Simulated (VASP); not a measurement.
# H4C in VASP: further runs, part 2 of 2

VASP 6.6.1. The steps go on from the part before.

## 4. Relaxation of the atoms, PBE+D3(BJ)

Contents of INCAR:

```
ALGO     = Normal         # electronic algorithm
EDIFF    = 1E-7           # SCF threshold, eV
EDIFFG   = -0.3           # ionic threshold
ENCUT    = 520            # plane-wave cutoff, eV
GGA      = PE             # functional
IBRION   = 2              # ionic algorithm
ISIF     = 2              # what is computed and relaxed
ISMEAR   = -1             # smearing method
IVDW     = 12             # dispersion correction
LASPH    = T              # aspherical terms in the spheres
LCHARG   = F              # write CHGCAR
LREAL    = Auto         
LWAVE    = F              # write WAVECAR
NELM     = 80             # most SCF steps
NSW      = 35             # ionic steps
PREC     = Accurate       # precision mode
SIGMA    = 0.02           # smearing width, eV
```

Contents of KPOINTS:

```
k-points
0
Gamma
  1 1 1
```

Contents of POSCAR:

```
H4C
1.0
    7.9581140000      0.0000000000      0.0000000000
    0.0000000000      7.9581140000      0.0000000000
    0.0000000000      0.0000000000      7.9581140000
C H
8 32
Direct
    0.9461349000      0.6130508000      0.0064487000
    0.7531826000      0.0644449000      0.4497555000
    0.2602573000      0.3296205000      0.1657400000
    0.8571431000      0.0534980000      0.8163357000
    0.1596796000      0.1116537000      0.5997623000
    0.7089834000      0.4586510000      0.3070390000
    0.5000633000      0.8602227000      0.1432513000
    0.6000238000      0.6710510000      0.7295160000
    0.9807600000      0.4927805000     -0.0490905000
    0.8962047000      0.5925294000      0.1322831000
    0.8508581000      0.6734283000     -0.0711743000
    1.0567166000      0.6934648000      0.0137765000
    0.7266801000      0.1493446000      0.5538616000
    0.6979560000     -0.0581456000      0.4756403000
    0.8886667000      0.0512651000      0.4349643000
    0.6994275000      0.1153155000      0.3345556000
    0.3157538000      0.4544319000      0.1752634000
    0.2623484000      0.2692436000      0.2886168000
    0.3321002000      0.2543989000      0.0766966000
    0.1308267000      0.3404078000      0.1223834000
    0.8256970000      0.1662870000      0.7453553000
    0.8058956000      0.0634616000      0.9429171000
    0.9932624000      0.0403046000      0.8231120000
    0.8037176000     -0.0560612000      0.7539584000
    0.0409070000      0.1601807000      0.6475812000
    0.1890263000     -0.0066930000      0.6620622000
    0.2593074000      0.2022399000      0.6245996000
    0.1494778000      0.0908872000      0.4648063000
    0.8055361000      0.5268093000      0.3761798000
    0.6289778000      0.3909283000      0.3951367000
    0.7683030000      0.3696471000      0.2215525000
    0.6331165000      0.5472191000      0.2352871000
    0.5818171000      0.9025030000      0.2446276000
    0.4173167000      0.7614343000      0.1895360000
    0.5762788000      0.8114881000      0.0404672000
    0.4248408000      0.9654657000      0.0983745000
    0.7202904000      0.7364013000      0.7258124000
    0.5283121000      0.7135506000      0.8381422000
    0.6216403000      0.5361778000      0.7390231000
    0.5298525000      0.6980743000      0.6150862000
```

Potentials or basis: VASP PAW PBE potentials, release 64 (C, H).

Launch:

```
$ cat potpaw_PBE.64/C/POTCAR potpaw_PBE.64/H/POTCAR > POTCAR
$ mpirun -np 1 vasp_gam > vasp.out
```

OUTCAR:

```text
EDIFF = 1E-7
   EDIFFG = -0.3
   ENCUT = 520
   GGA = PE
   IBRION = 2
   ISIF = 2
   ISMEAR = -1
   IVDW = 12
   LASPH = T
   LREAL = Auto
   NELM = 80
   NSW = 35
   PREC = Accurate
 IVDW          = 12

 ion  position               nearest neighbor table
   1  0.946  0.613  0.006-  12 1.09  11 1.09   9 1.09  10 1.09
   2  0.753  0.064  0.450-  13 1.09  15 1.09  14 1.09  16 1.09
   3  0.260  0.330  0.166-  19 1.09  20 1.09  17 1.09  18 1.09
   4  0.857  0.053  0.816-  24 1.09  22 1.09  21 1.09  23 1.09
   5  0.160  0.112  0.600-  28 1.09  25 1.09  26 1.09  27 1.09
   6  0.709  0.459  0.307-  29 1.09  32 1.09  31 1.09  30 1.09
   7  0.500  0.860  0.143-  34 1.09  35 1.09  36 1.09  33 1.09
   8  0.600  0.671  0.730-  37 1.09  38 1.09  39 1.09  40 1.09
   9  0.981  0.493  0.951-   1 1.09
  10  0.896  0.593  0.132-   1 1.09
  11  0.851  0.673  0.929-   1 1.09
  12  0.057  0.693  0.014-   1 1.09
  13  0.727  0.149  0.554-   2 1.09
  14  0.698  0.942  0.476-   2 1.09
[... 24 lines left out ...]
  39  0.622  0.536  0.739-   8 1.09
  40  0.530  0.698  0.615-   8 1.09

  LATTYP: Found a simple cubic cell.
 ALAT       =     7.9581140000

  Lattice vectors:

 A1 = (   7.9581140000,   0.0000000000,   0.0000000000)
 A2 = (   0.0000000000,   7.9581140000,   0.0000000000)
 A3 = (   0.0000000000,   0.0000000000,   7.9581140000)

Analysis of symmetry for initial positions (statically):
=====================================================================
 Subroutine PRICEL returns:
 Original cell was already a primitive cell.

 Routine SETGRP: Setting up the symmetry group for a
 simple cubic supercell.

 Subroutine GETGRP returns: Found  1 space group operations
 (whereof  1 operations were pure point group operations)
 out of a pool of 48 trial point group operations.

The static configuration has the point symmetry C_1 .

Analysis of symmetry for dynamics (positions and initial velocities):
=====================================================================
 Subroutine PRICEL returns:
 Original cell was already a primitive cell.

 Routine SETGRP: Setting up the symmetry group for a
 simple cubic supercell.

 Subroutine GETGRP returns: Found  1 space group operations
 (whereof  1 operations were pure point group operations)
 out of a pool of 48 trial point group operations.

The dynamic configuration has the point symmetry C_1 .

 Subroutine INISYM returns: Found  1 space group operations
 (whereof  1 operations are pure point group operations),
 and found     1 'primitive' translations

----------------------------------------------------------------------------------------

                                     Primitive cell

  volume of cell :     503.9999

  direct lattice vectors                    reciprocal lattice vectors
     7.958114000  0.000000000  0.000000000     0.125657913  0.000000000  0.000000000
     0.000000000  7.958114000  0.000000000     0.000000000  0.125657913  0.000000000
     0.000000000  0.000000000  7.958114000     0.000000000  0.000000000  0.125657913

  length of vectors
     7.958114000  7.958114000  7.958114000     0.125657913  0.125657913  0.125657913

  position of ions in fractional coordinates (direct lattice)
     0.946134900  0.613050800  0.006448700
     0.753182600  0.064444900  0.449755500
     0.260257300  0.329620500  0.165740000
     0.857143100  0.053498000  0.816335700
     0.159679600  0.111653700  0.599762300
     0.708983400  0.458651000  0.307039000
[... 32 lines left out ...]
     0.621640300  0.536177800  0.739023100
     0.529852500  0.698074300  0.615086200

  ion indices of the primitive-cell ions
[... 56 lines left out ...]

  Length of vectors
     0.125657913  0.125657913  0.125657913

  Shift w.r.t. Gamma in fractional coordinates (k-lattice)
     0.000000000  0.000000000  0.000000000

 Subroutine IBZKPT returns following result:
 ===========================================

 Found      1 irreducible k-points:

 Following reciprocal coordinates:
            Coordinates               Weight
  0.000000  0.000000  0.000000      1.000000
   k-points           NKPTS =      1   k-points in BZ     NKDIM =      1   number of bands    NBANDS=     53
   number of dos      NEDOS =    301   number of ions     NIONS =     40
   total plane-waves  NPLWV = 216000
   dimension x,y,z NGX =    60 NGY =   60 NGZ =   60
   dimension x,y,z NGXF=   120 NGYF=  120 NGZF=  120
   ions per type =               8  32
   NGX,Y,Z   is equivalent  to a cutoff of  12.53, 12.53, 12.53 a.u.
   NGXF,Y,Z  is equivalent  to a cutoff of  25.07, 25.07, 25.07 a.u.
 SYSTEM =  unknown system
   PREC   = accura    normal or accurate (medium, high low for compatibility)
   ISTART =      0    job   : 0-new  1-cont  2-samecut
   ICHARG =      2    charge: 1-file 2-atom 10-const
   ISPIN  =      1    spin polarized calculation?
   LNONCOLLINEAR =      F non collinear calculations
   LSORBIT =      F    spin-orbit coupling
   LASPH  =      T    aspherical Exc in radial PAW
   ENCUT  =  520.0 eV  38.22 Ry    6.18 a.u.  14.80 14.80 14.80*2*pi/ulx,y,z
   NELM   =     80;   NELMIN=  2; NELMDL= -5     # of ELM steps
   EDIFF  = 0.1E-06   stopping-criterion for ELM
   LREAL  =      T    real-space projection
   EDIFFG = -.3E+00   stopping-criterion for IOM
   NSW    =     35    number of steps for IOM
   IBRION =      2    ionic relax: 0-MD 1-quasi-New 2-CG
   NFREE  =      1    steps in history (QN), initial steepest desc. (CG)
   ISIF   =      2    stress and relaxation
   ISYM   =      2    0-nonsym 1-usesym 2-fastsym
   POTIM  = 0.5000    time-step for ionic-motion
   TEBEG  =    0.0;   TEEND  =   0.0 temperature during run
   PSTRESS=    0.0 pullay stress
   NELECT =      64.0000    total number of electrons
   NUPDOWN=      -1.0000    fix difference up-down
   EMIN   =  10.00;   EMAX   =-10.00  energy-range for DOS
   EFERMI =   0.00;   METHOD = LEGACY
   ISMEAR =    -1;   SIGMA  =   0.02  broadening in eV -4-tet -1-fermi 0-gaus
   EFERMI_NEDOS =   21; number of points for ismear=-14 and -15
   IALGO  =     38    algorithm
   IMIX   =      4    mixing-type and parameters
     AMIX     =   0.40;   BMIX     =  1.00
     AMIX_MAG =   1.60;   BMIX_MAG =  1.00
  volume/ion in A,a.u.               =      12.60        85.03
  Fermi-wavevector in a.u.,A,eV,Ry     =   0.822858  1.554975  9.212431  0.677095
  Thomas-Fermi vector in A             =   1.934266
   LORBIT       =      0    0 simple, 1 ext, 2 COOP (PROOUT), +10 PAW based schemes
   GGA     = PE    functional components
   LHFCALC =     F    Hartree Fock is set to
   AEXX    =    0.0000 exact exchange contribution
   IVDW    =    12    specifies the selected vdW correction
   LEPSILON=     F    determine dielectric tensor
   LRPA    =     F    only Hartree local field effects (RPA)
 conjugate gradient relaxation of ions
 non-spin polarized calculation
  energy-cutoff  :      520.00
  volume of cell :      504.00
 maximum number of plane-waves:      6759
 NGX is ok and might be reduce to    60
   NGX = 29   NGY = 29   NGZ = 29

--------------------------------------- Ionic step        1  -------------------------------------------

 number of electron      63.9999999 magnetization

 Free energy of the ion-electron system (eV)
  ---------------------------------------------------
  ext. energy  EPLUGINS =         0.00000000
  ---------------------------------------------------
  free energy    TOTEN  =      -191.15686506 eV

  energy without entropy =     -191.15686506  energy(sigma->0) =     -191.15686506

------------------------ aborting loop because EDIFF is reached ----------------------------------------

 Edisp (eV)   -1.08149

 E8    (eV) :    -0.2277
[... 219 lines left out ...]
  FREE ENERGIE OF THE ION-ELECTRON SYSTEM (eV)
  ---------------------------------------------------
  free  energy   TOTEN  =      -192.2965855670 eV

  energy  without entropy=     -192.2965855670  energy(sigma->0) =     -192.29658557

[... ionic steps 4 to 14 ...]

--------------------------------------- Ionic step       15  -------------------------------------------

 number of electron      64.0000003 magnetization

------------------------ aborting loop because EDIFF is reached ----------------------------------------
[... 151 lines left out ...]
--------------------------------------- Ionic step       17  -------------------------------------------

 number of electron      64.0000002 magnetization

 Free energy of the ion-electron system (eV)
  ---------------------------------------------------
  ext. energy  EPLUGINS =         0.00000000
  ---------------------------------------------------
  free energy    TOTEN  =      -191.86708082 eV

  energy without entropy =     -191.86708082  energy(sigma->0) =     -191.86708082

 E-fermi :  -6.0447     XC(G=0):  -5.4610

 val. band max:       -6.5330012423   @ k =   0.0000   0.0000   0.0000
 cond. band min:       0.5467743584   @ k =   0.0000   0.0000   0.0000
 fundamental gap:      7.0797756007
 Fermi energy:        -6.0447273336

 k-point     1 :       0.0000    0.0000    0.0000
  band No.  band energies     occupation
      1     -15.3902      2.00000
      2     -15.0802      2.00000
      3     -15.0326      2.00000
      4     -15.0000      2.00000
      5     -14.9245      2.00000
      6     -14.8891      2.00000
[... 36 lines left out ...]
     43       3.8561      0.00000
     44       3.9814      0.00000
 [bands above 44 left out]

------------------------ aborting loop because EDIFF is reached ----------------------------------------

 Edisp (eV)   -1.06747

 E8    (eV) :    -0.2231
[... 63 lines left out ...]
  FREE ENERGIE OF THE ION-ELECTRON SYSTEM (eV)
  ---------------------------------------------------
  free  energy   TOTEN  =      -192.9345525801 eV

  energy  without entropy=     -192.9345525801  energy(sigma->0) =     -192.93455258

 reached required accuracy - stopping structural energy minimisation
```

Wall time 12 min (1 thread of Intel Xeon Platinum 8559C (Emerald Rapids), shared host); peak memory 0.5 GiB.

Results:

```yaml
Free_energy: -192.9346 eV
Energy_gained_by_relaxing: 17.4 meV/atom
Ionic_steps: 17
Pressure_after_relaxing: 0.5 GPa
Largest_force_after_relaxing: 0.270 eV/Å
Band_gap_on_the_k_mesh: 7.08 eV
Dispersion_energy_per_atom: -0.027 eV
```

Forces in eV/Å, atoms in the order of the input:
```
C    0.083  0.014 -0.052
C    0.091 -0.075  0.107
C    0.040  0.004 -0.028
C   -0.016 -0.057 -0.096
C    0.157 -0.090 -0.026
C    0.035  0.043 -0.017
C   -0.139 -0.037 -0.059
C   -0.027 -0.051 -0.043
H   -0.001  0.010 -0.004
H    0.042  0.010  0.006
H    0.007  0.035  0.016
H    0.045  0.028 -0.031
H    0.075 -0.078 -0.024
H    0.004  0.018  0.078
H    0.007  0.042  0.073
H   -0.055  0.086 -0.065
H   -0.014  0.010 -0.030
H    0.037  0.023 -0.011
H    0.011  0.018 -0.021
H   -0.008 -0.020  0.004
H    0.050 -0.012  0.076
H   -0.097  0.072  0.241
H   -0.053  0.033 -0.037
H    0.145  0.112  0.014
H    0.091 -0.036 -0.035
H   -0.060  0.000  0.085
H    0.034  0.087  0.064
H   -0.094 -0.022  0.000
H   -0.038 -0.008 -0.004
H   -0.066 -0.006  0.021
H   -0.043  0.024  0.032
H    0.012  0.040  0.002
H   -0.047 -0.033  0.033
H   -0.049 -0.042 -0.058
H   -0.026 -0.033 -0.005
H   -0.013 -0.004 -0.031
H   -0.044 -0.032 -0.043
H   -0.003 -0.011 -0.035
H   -0.027 -0.026 -0.023
H   -0.043 -0.034 -0.072
```

Step by step:
```csv
step,energy change (eV),largest force (eV/Å),pressure (GPa)
1,0.0000,0.9024,1.49
2,-0.0555,1.2060,0.94
3,-0.0582,1.0261,1.03
4,-0.1062,0.7694,0.84
5,-0.1857,0.4235,0.25
6,-0.1917,0.5951,0.05
7,-0.2561,0.4089,0.26
8,-0.3408,1.1035,0.89
9,-0.3968,0.4489,1.04
10,-0.4186,0.8027,1.22
11,-0.4738,0.7915,1.12
12,-0.5962,0.7912,0.78
13,-0.6547,0.9563,0.04
14,-0.6632,0.8852,0.24
15,-0.6739,0.8147,0.33
16,-0.6818,0.3372,0.29
17,-0.6962,0.2696,0.45
```

Final structure:
```
C H
1.0
     7.95811    0.00000    0.00000
     0.00000    7.95811    0.00000
     0.00000    0.00000    7.95811
C H
8 32
Cartesian
  7.6127 4.9314 0.0120
  5.9222 0.4897 3.4555
  2.0893 2.6158 1.3119
  6.7397 0.4247 6.8741
  1.4990 0.9561 4.6298
  5.5831 3.6607 2.4912
  3.9272 6.8404 1.1425
  4.6994 5.2562 5.6952
  7.8387 3.9620 7.5128
  7.2676 4.7802 1.0367
  6.8293 5.4292 7.3948
  0.5584 5.5488 0.0189
  5.6536 1.2465 4.2004
  5.5033 7.4794 3.7458
  7.0096 0.3974 3.3752
  5.5243 0.7843 2.4875
  2.5034 3.6277 1.3730
  2.1467 2.1437 2.2957
  2.6684 2.0286 0.5905
  1.0454 2.6670 0.9899
  6.6082 1.3992 6.3902
  6.1917 0.3967 7.8130
  7.8015 0.2336 7.0678
  6.3310 7.6032 6.2206
  0.5690 1.4656 4.9030
  1.6063 0.0262 5.1983
  2.3592 1.5999 4.8368
  1.5017 0.7090 3.5632
  6.3702 4.1771 3.0552
  4.9140 3.1521 3.1877
  6.0436 2.9274 1.8198
  5.0164 4.3868 1.9021
  4.5344 7.1682 1.9824
  3.2498 6.0485 1.4789
  4.5873 6.4663 0.3565
  3.3441 7.6870 0.7645
  5.6678 5.7649 5.6475
  4.1346 5.6198 6.5587
  4.8679 4.1788 5.7972
  4.1384 5.4616 4.7796
```

Caveat: the k points lie up to 0.79 Å⁻¹ apart; the relaxation stopped at a loose force limit of 0.3 eV/Å, so its end isn't a converged minimum.

## 5. The runs side by side

```tsv
task	cell	gap on the mesh (eV)	pressure (GPa)	largest force (eV/Å)
single point	as given, atomic positions A	5.82	0.0	7.71
single point	as given, atomic positions B	6.27	-0.5	5.70
relaxation of the atoms	atoms relaxed, atomic positions C	7.08	0.5	0.27
```

Alike in all rows: level PBE+D3(BJ); potentials or basis VASP PAW PBE potentials, release 64 (C, H); no spin polarisation; k mesh 1 × 1 × 1; cutoff (eV) 520; smearing fermi-dirac 0.02 eV.

Caveats: all runs use coarse meshes; the atoms stand as in a frame of molecular dynamics (at least some runs); the relaxation stopped at a loose force limit of 0.3 eV/Å, so its end isn't a converged minimum (at least some runs).

Absolute energies hang on the potentials; compare differences alone.
